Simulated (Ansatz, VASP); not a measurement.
**One calculation of MoS2, two programs**

INCAR

```
ALGO = Normal
EDIFF = 1E-6
ENCUT = 520
GGA = PE
ISIF = 2
ISMEAR = 0
IVDW = 12
LASPH = T
LCHARG = F
LREAL = F
LWAVE = F
NBANDS = 35
NELM = 100
PREC = Accurate
SIGMA = 0.05
```

The input KPOINTS:

```
k-points
0
Gamma
  10 10 2
```

POSCAR

```
MoS2
1.0
   -3.1494847632      0.0000000000      0.0000000000
   -1.5747423816     -2.7275338138      0.0000000000
   -2.2308850406     -2.0456503603     13.2900638030
Mo S
2 4
Direct
   -0.0196500000     -0.0442125000      0.0589500000
   -0.1863166667     -0.4192125000      0.5589500000
    0.1077185641     -0.1742998974      0.6768443076
    0.2743852308      0.2007001026      0.1768443076
    0.0196481025     -0.3724584360      0.9410556924
    0.1863147692      0.0025415640      0.4410556924
```

Input for Ansatz:

```yaml
crystal:
  lattice:
    - [-3.1494847632, 0.0, 0.0]
    - [-1.5747423816, -2.7275338138, 0.0]
    - [-2.2308850406, -2.0456503603, 13.290063803]
  atoms:
    - { symbol: Mo, position: [-0.01965, -0.0442125, 0.05895] }
    - { symbol: Mo, position: [-0.1863166667, -0.4192125, 0.55895] }
    - { symbol: S, position: [0.1077185641, -0.1742998974, 0.6768443076] }
    - { symbol: S, position: [0.2743852308, 0.2007001026, 0.1768443076] }
    - { symbol: S, position: [0.0196481025, -0.372458436, 0.9410556924] }
    - { symbol: S, position: [0.1863147692, 0.002541564, 0.4410556924] }
basis:
  ecutwfc: 420
kpoints:
  mp_grid: { grid: [10, 10, 2] }
hamiltonian:
  xc: pbe
  pseudopotentials: { kind: paw, azcp: { folder: soft_1 } }
  dispersion: d3bj
scf:
  occupations: { method: gaussian, width: 0.05 }
output:
  forces: true
  stress: true
  eigenvalues: true
```

Alike in both runs: task single point; functional PBE; dispersion D3(BJ); k mesh 10 × 10 × 2; occupations gaussian, width 0.05 eV; no spin polarisation.

|  | VASP | Ansatz |
| --- | --- | --- |
| version | VASP 6.6.1 | Ansatz 0.2.0 |
| potentials or method | VASP PAW PBE potentials, release 64 (Mo_sv, S), cutoff 520 eV | scalar-relativistic, plane waves, PAW |
| valence electrons in the cell | 52 | 52 |

|  | VASP | Ansatz | Ansatz less VASP |
| --- | --- | --- | --- |
| gap on the k mesh at the Fermi level (eV) | none | none | - |
| pressure (GPa) | 6.5 | 6.7 | +0.19 |
| traceless stress, the component that is largest in VASP (GPa) | -7.00 | -7.08 | -0.086 |
| rms of the force components (eV/Å) | 1.943 | 1.964 | +0.0212 |

Atom by atom the forces differ by 0.023 eV/Å (rms over components). A gap of «none» marks a metal or a gap that the smearing closes.
